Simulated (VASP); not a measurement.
# BiB (P6_3/mmc) in VASP: settings compared, part 2 of 2

VASP 6.6.1.

## Step 5: Single point, PBE

This run uses another cell than the first one, of 20.95 Å³/atom.

File INCAR:

```
PREC = Accurate
ENCUT = 520
EDIFF = 1E-6
ISMEAR = -1
SIGMA = 0.02
LREAL = False
LASPH = True
NELM = 100
ALGO = Normal
ISIF = 2
LWAVE = False
LCHARG = True
GGA = PE
LELF = True
LVHAR = True
NBANDS = 26
```

File KPOINTS:

```
Automatic mesh
0
Gamma
  12 12 6
```

File POSCAR:

```
BiB
1.0
    4.1609172379      0.0000000000      0.0000000000
   -2.0804586190      3.6034600310      0.0000000000
    0.0000000000      0.0000000000      5.5892505331
B Bi
2 2
Direct
    0.3333333333      0.6666666667      0.2500000000
    0.6666666667      0.3333333333      0.7500000000
    0.6666666667      0.3333333333      0.2500000000
    0.3333333333      0.6666666667      0.7500000000
```

Command:

```console
> cat potpaw_PBE.64/B/POTCAR potpaw_PBE.64/Bi_d/POTCAR > POTCAR
> mpirun -np 1 vasp_std > vasp.out
```

Wall time 72 s (1 thread of AMD EPYC 9R45 (Zen 5), shared host); peak memory 0.25 GiB.

Results (log left out):

```
Free energy            : -16.4012 eV
Pressure               : 1.3 GPa
Band gap on the k mesh : zero (bands 18 and 19 overlap by 2.03 eV)
```

Stress tensor (GPa, compression positive):
```
 2.31  0.00  0.00
 0.00  2.31  0.00
 0.00  0.00 -0.86
```

Levels at points of the mesh, in eV from the Fermi level:
| k point | band 14 | band 15 | band 16 | band 17 | band 18 | band 19 | band 20 | band 21 | band 22 | band 23 |
| --- | --- | --- | --- | --- | --- | --- | --- | --- | --- | --- |
| (0.00, 0.00, 0.00) | -3.06 | -2.36 | -2.36 | -0.23 | -0.23 | 0.26 | 0.84 | 2.34 | 2.34 | 4.94 |
| (0.50, 0.00, 0.00) | -5.88 | -3.97 | -3.91 | -2.12 | -1.65 | -0.91 | 2.16 | 4.64 | 6.38 | 6.38 |
| (0.00, 0.00, 0.50) | -2.48 | -1.44 | -1.44 | -1.44 | -1.44 | -1.19 | -1.19 | 3.27 | 3.27 | 3.27 |
| (0.50, 0.00, 0.50) | -7.58 | -2.94 | -2.94 | -0.06 | -0.06 | 0.40 | 0.40 | 2.37 | 2.37 | 6.32 |

Caveat: spin-orbit coupling is left out, which moves the levels of the heavy elements.

## Step 6: Single point, r2SCAN

This run uses another cell than the first one, of 20.95 Å³/atom.

POSCAR is that of step 5.

File INCAR.step1:

```
SYSTEM = BiB
  PREC = Accurate
  ENCUT = 520
  ISMEAR = -1
  SIGMA = 0.02
  LREAL = .FALSE.
  LASPH = .TRUE.
  NELM = 80
  NBANDS = 26
  GGA = PE
  ALGO = Normal
  EDIFF = 1E-4
  LWAVE = .TRUE.
  LCHARG = .FALSE.
```

File INCAR.step2:

```
SYSTEM = BiB
  PREC = Accurate
  ENCUT = 520
  EDIFF = 1E-7
  ISMEAR = -1
  SIGMA = 0.02
  LREAL = .FALSE.
  LASPH = .TRUE.
  NELM = 80
  ALGO = Normal
  ISIF = 2
  LWAVE = .FALSE.
  LCHARG = .TRUE.
  METAGGA = R2SCAN
  LMIXTAU = .TRUE.
  LELF = .TRUE.
  LVHAR = .TRUE.
  NBANDS = 26
  ISTART = 1
```

File KPOINTS:

```
regular mesh
0
G
  12 12 6
  0 0 0
```

Potentials or basis: VASP PAW PBE potentials, release 64 (B, Bi_d).

Command:

```console
> cat potpaw_PBE.64/B/POTCAR potpaw_PBE.64/Bi_d/POTCAR > POTCAR
> cp INCAR.step1 INCAR
> mpirun -np 1 vasp_std > vasp.out
> cp INCAR.step2 INCAR
> mpirun -np 1 vasp_std > vasp.out
```

OUTCAR:

```text
SYSTEM = BiB
   PREC = Accurate
   ENCUT = 520
   EDIFF = 1E-7
   ISMEAR = -1
   LREAL = .FALSE.
   LASPH = .TRUE.
   NELM = 80
   ISIF = 2
   METAGGA = R2SCAN
   ISTART = 1

 ion  position               nearest neighbor table
   1  0.333  0.667  0.250-   3 2.40   3 2.40   3 2.40   4 2.79   4 2.79
   2  0.667  0.333  0.750-   4 2.40   4 2.40   4 2.40   3 2.79   3 2.79
   3  0.667  0.333  0.250-   1 2.40   1 2.40   1 2.40   2 2.79   2 2.79   4 3.69   4 3.69   4 3.69
[... 902 lines left out ...]
  Direction    XX          YY          ZZ          XY          YZ          ZX
  --------------------------------------------------------------------------------------
  -------------------------------------------------------------------------------------
  Total        0.5381332      0.5381332     -0.6734178     -0.0000000     -0.0000000      0.0000000
  in kB       10.2881662     10.2881662    -12.8745725     -0.0000000     -0.0000000      0.0000000
  external PRESSURE =       2.5672533 kB  Pullay stress =       0.0000000 kB

 VOLUME and BASIS-vectors are now :
 -----------------------------------------------------------------------------
  energy-cutoff  :      520.00
  volume of cell :       83.80
      direct lattice vectors                 reciprocal lattice vectors
     4.160917238  0.000000000  0.000000000     0.240331625  0.138755528  0.000000000
    -2.080458619  3.603460031  0.000000000     0.000000000  0.277511056  0.000000000
     0.000000000  0.000000000  5.589250533     0.000000000  0.000000000  0.178914864

 POSITION                                       TOTAL-FORCE (eV/Angst)
 -----------------------------------------------------------------------------------
     -0.00000      2.40231      1.39731        -0.000000      0.000000      0.000000
      2.08046      1.20115      4.19194         0.000000      0.000000      0.000000
      2.08046      1.20115      1.39731        -0.000000     -0.000000      0.000000
     -0.00000      2.40231      4.19194        -0.000000      0.000000      0.000000
 -----------------------------------------------------------------------------------
    total drift:                                0.000000     -0.000000      0.000000

  FREE ENERGIE OF THE ION-ELECTRON SYSTEM (eV)
  ---------------------------------------------------
  free  energy   TOTEN  =      -126.7711434120 eV

  energy  without entropy=     -126.7680606976  energy(sigma->0) =     -126.76960205
```

OSZICAR.step1:

```text
N       E                     dE             d eps       ncg     rms          rms(c)
DAV:   1     0.353251242448E+03    0.35325E+03   -0.18625E+04  3952   0.160E+03
DAV:   2     0.155348610416E+02   -0.33772E+03   -0.32897E+03  4082   0.425E+02
DAV:   3    -0.163207244156E+02   -0.31856E+02   -0.31385E+02  4990   0.143E+02
DAV:   4    -0.174615519070E+02   -0.11408E+01   -0.11363E+01  4800   0.284E+01
DAV:   5    -0.175093844433E+02   -0.47833E-01   -0.47825E-01  5752   0.544E+00    0.467E+00
DAV:   6    -0.164182135721E+02    0.10912E+01   -0.27655E+00  5074   0.925E+00    0.157E+00
DAV:   7    -0.164059033112E+02    0.12310E-01   -0.40993E-01  4890   0.263E+00    0.863E-01
DAV:   8    -0.164032052848E+02    0.26980E-02   -0.50484E-02  4844   0.186E+00    0.200E-01
DAV:   9    -0.164009290767E+02    0.22762E-02   -0.10515E-02  5056   0.828E-01    0.615E-02
DAV:  10    -0.164011808051E+02   -0.25173E-03   -0.13089E-03  3906   0.236E-01    0.349E-02
DAV:  11    -0.164012328672E+02   -0.52062E-04   -0.33703E-04  3808   0.150E-01
   1 F= -.16401233E+02 E0= -.16399580E+02  d E =-.330634E-02
```

Run time: 6.3 min. Hardware: 1 thread of AMD EPYC 9R45 (Zen 5), shared host; peak memory 0.27 GiB.

Results:

* Free energy: -126.7711 eV
* Pressure: 0.3 GPa
* Band gap on the k mesh: zero (bands 18 and 19 overlap by 2.17 eV)

Levels at points of the mesh, in eV from the Fermi level:
| k point | band 16 | band 17 | band 18 | band 19 | band 20 | band 21 |
| --- | --- | --- | --- | --- | --- | --- |
| (0.00, 0.00, 0.00) | -2.53 | -0.29 | -0.29 | 0.33 | 0.87 | 2.46 |
| (0.50, 0.00, 0.00) | -4.16 | -2.26 | -1.80 | -0.93 | 2.32 | 4.97 |
| (0.00, 0.00, 0.50) | -1.56 | -1.56 | -1.56 | -1.27 | -1.27 | 3.44 |
| (0.50, 0.00, 0.50) | -3.15 | -0.06 | -0.06 | 0.43 | 0.43 | 2.53 |

Caveat: the PAW data sets were made with another functional, which shifts forces and pressure a little; spin-orbit coupling is left out, which moves the levels of the heavy elements.

## Step 7: Relaxation of cell and atoms, r2SCAN

File POSCAR:

```
BiB
1.0
    4.1980881603      0.0000000000      0.0000000000
   -2.0990440802      3.6356509942      0.0000000000
    0.0000000000      0.0000000000      5.5670186188
B Bi
2 2
Direct
    0.3333333333      0.6666666667      0.2500000000
    0.6666666667      0.3333333333      0.7500000000
    0.6666666667      0.3333333333      0.2500000000
    0.3333333333      0.6666666667      0.7500000000
```

File INCAR.step1:

```
ALGO = Normal
EDIFF = 1E-4
ENCUT = 600
GGA = PE
ISMEAR = -1
LASPH = T
LCHARG = F
LREAL = F
LWAVE = T
NELM = 60
PREC = Accurate
SIGMA = 0.02
```

File INCAR.step2:

```
ALGO = Normal
EDIFF = 1E-7
EDIFFG = -0.005
ENCUT = 600
IBRION = 2
ISIF = 3
ISMEAR = -1
ISTART = 1
LASPH = T
LCHARG = F
LMIXTAU = T
LREAL = F
LWAVE = F
METAGGA = R2SCAN
NELM = 60
NSW = 80
PREC = Accurate
SIGMA = 0.02
```

File KPOINTS:

```
k-points
0
Gamma
  6 6 4
```

Potentials or basis: VASP PAW PBE potentials, release 64 (B, Bi_d).

Command:

```console
> cat potpaw_PBE.64/B/POTCAR potpaw_PBE.64/Bi_d/POTCAR > POTCAR
> cp INCAR.step1 INCAR
> mpirun -np 1 vasp_std > vasp.out
> cp INCAR.step2 INCAR
> mpirun -np 1 vasp_std > vasp.out
```

OUTCAR:

```text
EDIFF = 1E-7
   EDIFFG = -0.005
   ENCUT = 600
   IBRION = 2
   ISIF = 3
   ISMEAR = -1
   ISTART = 1
   LASPH = T
   LREAL = F
   METAGGA = R2SCAN
   NELM = 60
   NSW = 80
   PREC = Accurate

 ion  position               nearest neighbor table
   1  0.333  0.667  0.250-   3 2.42   3 2.42   3 2.42   4 2.78   4 2.78
   2  0.667  0.333  0.750-   4 2.42   4 2.42   4 2.42   3 2.78   3 2.78
   3  0.667  0.333  0.250-   1 2.42   1 2.42   1 2.42   2 2.78   2 2.78   4 3.69   4 3.69   4 3.69
                             4 3.69   4 3.69   4 3.69
   4  0.333  0.667  0.750-   2 2.42   2 2.42   2 2.42   1 2.78   1 2.78   3 3.69   3 3.69   3 3.69
                             3 3.69   3 3.69   3 3.69

  LATTYP: Found a hexagonal cell.
 ALAT       =     4.1980881603
 C/A-ratio  =     1.3260842570

  Lattice vectors:

 A1 = (   4.1980881603,   0.0000000000,   0.0000000000)
 A2 = (  -2.0990440802,   3.6356509942,   0.0000000000)
 A3 = (   0.0000000000,   0.0000000000,   5.5670186188)

Analysis of symmetry for initial positions (statically):
=====================================================================
 Subroutine PRICEL returns:
 Original cell was already a primitive cell.

 Routine SETGRP: Setting up the symmetry group for a
 hexagonal supercell.

 Subroutine GETGRP returns: Found 24 space group operations
 (whereof 12 operations were pure point group operations)
 out of a pool of 24 trial point group operations.

The static configuration has the point symmetry D_3d.
 The point group associated with its full space group is D_6h.

Analysis of symmetry for dynamics (positions and initial velocities):
=====================================================================
 Subroutine PRICEL returns:
 Original cell was already a primitive cell.

 Routine SETGRP: Setting up the symmetry group for a
 hexagonal supercell.

 Subroutine GETGRP returns: Found 24 space group operations
 (whereof 12 operations were pure point group operations)
 out of a pool of 24 trial point group operations.

The dynamic configuration has the point symmetry D_3d.
 The point group associated with its full space group is D_6h.

 Subroutine INISYM returns: Found 24 space group operations
 (whereof 12 operations are pure point group operations),
 and found     1 'primitive' translations

----------------------------------------------------------------------------------------

                                     Primitive cell

  volume of cell :      84.9682

  direct lattice vectors                    reciprocal lattice vectors
     4.198088160  0.000000000  0.000000000     0.238203668  0.137526952  0.000000000
    -2.099044080  3.635650994  0.000000000     0.000000000  0.275053904  0.000000000
     0.000000000  0.000000000  5.567018619     0.000000000  0.000000000  0.179629362

  length of vectors
     4.198088160  4.198088160  5.567018619     0.275053904  0.275053904  0.179629362

  position of ions in fractional coordinates (direct lattice)
     0.333333333  0.666666667  0.250000000
     0.666666667  0.333333333  0.750000000
     0.666666667  0.333333333  0.250000000
     0.333333333  0.666666667  0.750000000

  ion indices of the primitive-cell ions
   primitive index   ion index
                 1           1
                 2           2
                 3           3
                 4           4

----------------------------------------------------------------------------------------

 KPOINTS: k-points

Automatic generation of k-mesh.
 Grid dimensions read from file:
 generate k-points for:    6    6    4

 Generating k-lattice:

  Cartesian coordinates                     Fractional coordinates (reciprocal lattice)
     0.039700611  0.022921159  0.000000000     0.166666667  0.000000000  0.000000000
     0.000000000  0.045842317  0.000000000     0.000000000  0.166666667  0.000000000
     0.000000000  0.000000000  0.044907340     0.000000000  0.000000000  0.250000000

  Length of vectors
     0.045842317  0.045842317  0.044907340

  Shift w.r.t. Gamma in fractional coordinates (k-lattice)
     0.000000000  0.000000000  0.000000000

 Subroutine IBZKPT returns following result:
 ===========================================

 Found     21 irreducible k-points:

 Following reciprocal coordinates:
            Coordinates               Weight
  0.000000  0.000000  0.000000      1.000000
  0.166667  0.000000  0.000000      6.000000
  0.333333  0.000000  0.000000      6.000000
  0.500000  0.000000  0.000000      3.000000
  0.166667  0.166667  0.000000      6.000000
  0.333333  0.166667  0.000000     12.000000
[... 13 lines left out ...]
  0.333333  0.166667  0.500000     12.000000
  0.333333  0.333333  0.500000      2.000000
   k-points           NKPTS =     21   k-points in BZ     NKDIM =     21   number of bands    NBANDS=     22
   number of dos      NEDOS =    301   number of ions     NIONS =      4
   total plane-waves  NPLWV =  62208
   dimension x,y,z NGX =    36 NGY =   36 NGZ =   48
   dimension x,y,z NGXF=    72 NGYF=   72 NGZF=   96
   ions per type =               2   2
   NGX,Y,Z   is equivalent  to a cutoff of  14.26, 14.26, 14.33 a.u.
   NGXF,Y,Z  is equivalent  to a cutoff of  28.51, 28.51, 28.67 a.u.
 SYSTEM =  unknown system
   PREC   = accura    normal or accurate (medium, high low for compatibility)
   ISTART =      1    job   : 0-new  1-cont  2-samecut
   ICHARG =      0    charge: 1-file 2-atom 10-const
   ISPIN  =      1    spin polarized calculation?
   LNONCOLLINEAR =      F non collinear calculations
   LSORBIT =      F    spin-orbit coupling
   LASPH  =      T    aspherical Exc in radial PAW
   ENCUT  =  600.0 eV  44.10 Ry    6.64 a.u.   8.38  8.38 11.12*2*pi/ulx,y,z
   NELM   =     60;   NELMIN=  2; NELMDL=  0     # of ELM steps
   EDIFF  = 0.1E-06   stopping-criterion for ELM
   LREAL  =      F    real-space projection
   EDIFFG = -.5E-02   stopping-criterion for IOM
   NSW    =     80    number of steps for IOM
   IBRION =      2    ionic relax: 0-MD 1-quasi-New 2-CG
   NFREE  =      1    steps in history (QN), initial steepest desc. (CG)
   ISIF   =      3    stress and relaxation
   ISYM   =      2    0-nonsym 1-usesym 2-fastsym
   POTIM  = 0.5000    time-step for ionic-motion
   TEBEG  =    0.0;   TEEND  =   0.0 temperature during run
   PSTRESS=    0.0 pullay stress
   NELECT =      36.0000    total number of electrons
   NUPDOWN=      -1.0000    fix difference up-down
   EMIN   =  10.00;   EMAX   =-10.00  energy-range for DOS
   EFERMI =   0.00;   METHOD = LEGACY
   ISMEAR =    -1;   SIGMA  =   0.02  broadening in eV -4-tet -1-fermi 0-gaus
   EFERMI_NEDOS =   21; number of points for ismear=-14 and -15
   IALGO  =     38    algorithm
   IMIX   =      4    mixing-type and parameters
     AMIX     =   0.40;   BMIX     =  1.00
     AMIX_MAG =   1.60;   BMIX_MAG =  1.00
  volume/ion in A,a.u.               =      21.24       143.35
  Fermi-wavevector in a.u.,A,eV,Ry     =   1.229580  2.323570 20.570206  1.511867
  Thomas-Fermi vector in A             =   2.364462
   LORBIT       =      0    0 simple, 1 ext, 2 COOP (PROOUT), +10 PAW based schemes
   METAGGA = R2SCAN    functional components
   LHFCALC =     F    Hartree Fock is set to
   AEXX    =    0.0000 exact exchange contribution
   IVDW    =     0    specifies the selected vdW correction
   LEPSILON=     F    determine dielectric tensor
   LRPA    =     F    only Hartree local field effects (RPA)
 conjugate gradient relaxation of ions
 non-spin polarized calculation
  energy-cutoff  :      600.00
  volume of cell :       84.97
 maximum number of plane-waves:      2878
 NGX is ok and might be reduce to    36
   NGX = 17   NGY = 17   NGZ = 23

--------------------------------------- Ionic step        1  -------------------------------------------

 number of electron      35.9999996 magnetization

 Free energy of the ion-electron system (eV)
  ---------------------------------------------------
  ext. energy  EPLUGINS =         0.00000000
  ---------------------------------------------------
  free energy    TOTEN  =      -126.78475826 eV

  energy without entropy =     -126.78257145  energy(sigma->0) =     -126.78366486

------------------------ aborting loop because EDIFF is reached ----------------------------------------

  FORCE on cell =-STRESS in cart. coord.  units (eV):
  Direction    XX          YY          ZZ          XY          YZ          ZX
  --------------------------------------------------------------------------------------
  -------------------------------------------------------------------------------------
  Total       -0.9595800     -0.9595800      0.3683228      0.0000000      0.0000000      0.0000000
  in kB      -18.0940316    -18.0940316      6.9451687      0.0000000      0.0000000      0.0000000
  external PRESSURE =      -9.7476315 kB  Pullay stress =       0.0000000 kB
[... 251 lines left out ...]
  energy  without entropy=     -126.7916189751  energy(sigma->0) =     -126.79290933

--------------------------------------- Ionic step        8  -------------------------------------------

 number of electron      35.9999991 magnetization

 Free energy of the ion-electron system (eV)
  ---------------------------------------------------
  ext. energy  EPLUGINS =         0.00000000
  ---------------------------------------------------
  free energy    TOTEN  =      -126.79420393 eV

  energy without entropy =     -126.79160935  energy(sigma->0) =     -126.79290664

 E-fermi :   6.6605     XC(G=0): -10.7622

 val. band max:        6.6261126911   @ k =   0.1667   0.0000   0.5000
 cond. band min:       6.8315467646   @ k =   0.3333   0.0000   0.5000
 fundamental gap:      0.2054340735
 Fermi energy:         6.6605016365

 k-point     1 :       0.0000    0.0000    0.0000
  band No.  band energies     occupation
      1     -17.0325      2.00000
      2     -16.9658      2.00000
      3     -16.9658      2.00000
      4     -16.9637      2.00000
      5     -16.9581      2.00000
      6     -16.9581      2.00000
[... 545 lines left out ...]
  FREE ENERGIE OF THE ION-ELECTRON SYSTEM (eV)
  ---------------------------------------------------
  free  energy   TOTEN  =      -126.7942039328 eV

  energy  without entropy=     -126.7916093472  energy(sigma->0) =     -126.79290664

 reached required accuracy - stopping structural energy minimisation
```

It took 11 min on 1 thread of AMD EPYC 9R45 (Zen 5), shared host; peak memory 0.26 GiB.

Results:

```yaml
Free_energy: -126.7942 eV
Relaxed_volume: 20.97 Å³/atom
Relaxed_cell: a = 4.162 Å, b = 4.162 Å, c = 5.592 Å, α = 90.00°, β = 90.00°, γ = 120.00°
Space_group_after_relaxing_to_0.1_Å: P6_3/mmc (No. 194)
Energy_gained_by_relaxing: 2.4 meV/atom
Ionic_steps: 8
Pressure_after_relaxing: 0.0 GPa
Band_gap_on_the_k_mesh: zero (bands 18 and 19 overlap by 2.17 eV)
```

The path:
| step | energy change (eV) | largest force (eV/Å) | pressure (GPa) | volume (Å³) |
| --- | --- | --- | --- | --- |
| 1 | 0.0000 | 0.0000 | -0.97 | 84.97 |
| 2 | -0.0085 | 0.0000 | 0.44 | 83.38 |
| 3 | -0.0094 | 0.0000 | 0.10 | 83.75 |
| 4 | -0.0094 | 0.0000 | 0.11 | 83.72 |
| 5 | -0.0094 | 0.0000 | 0.01 | 83.86 |
| 6 | -0.0094 | 0.0000 | 0.02 | 83.84 |
| 7 | -0.0094 | 0.0000 | 0.02 | 83.84 |
| 8 | -0.0094 | 0.0000 | 0.00 | 83.88 |

Final structure:
```xyz
4
Lattice="4.1616 0.0000 0.0000 -2.0808 3.6040 0.0000 0.0000 0.0000 5.5924" Properties=species:S:1:pos:R:3 pbc="T T T"
B     0.0000    2.4027    1.3981
B     2.0808    1.2013    4.1943
Bi    2.0808    1.2013    1.3981
Bi    0.0000    2.4027    4.1943
```

Caveat: the PAW data sets were made with another functional, which shifts forces and pressure a little; spin-orbit coupling is left out, which moves the levels of the heavy elements.

## Step 8: The runs side by side

```tsv
task	level	cell	k mesh	cutoff (eV)	gap on the mesh (eV)	pressure (GPa)	relaxed volume (Å³/atom)
single point	PBE	a = 4.198, b = 4.198, c = 5.567 Å, angles 90.0, 90.0, 120.0°, 4 atoms	6 × 6 × 6	520	none	0.0	-
single point	r2SCAN	a = 4.161, b = 4.161, c = 5.589 Å, angles 90.0, 90.0, 120.0°, 4 atoms	6 × 6 × 4	520	none	0.0	-
relaxation of cell and atoms	PBE	relaxed from a = 4.012, b = 4.012, c = 5.014 Å, angles 90.0, 90.0, 120.0°, 4 atoms	6 × 6 × 6	600	none	0.0	21.24
single point	PBE	a = 4.161, b = 4.161, c = 5.589 Å, angles 90.0, 90.0, 120.0°, 4 atoms	12 × 12 × 6	520	none	1.3	-
single point	r2SCAN	a = 4.161, b = 4.161, c = 5.589 Å, angles 90.0, 90.0, 120.0°, 4 atoms	12 × 12 × 6	520	none	0.3	-
relaxation of cell and atoms	r2SCAN	relaxed from a = 4.198, b = 4.198, c = 5.567 Å, angles 90.0, 90.0, 120.0°, 4 atoms	6 × 6 × 4	600	none	0.0	20.97
```

Alike in all rows: potentials or basis VASP PAW PBE potentials, release 64 (B, Bi_d); no spin polarisation; smearing fermi-dirac 0.02 eV.

Caveats: spin-orbit coupling is left out, which moves the levels of the heavy elements; the PAW data sets were made with another functional, which shifts forces and pressure a little (at least some runs); the volume moved by over 15 % at a fixed basis, so the end points are rough (at least some runs).

Absolute energies hang on the potentials; compare differences alone.

The gap in the log of VASP goes by the Fermi energy; the results here count the filled bands.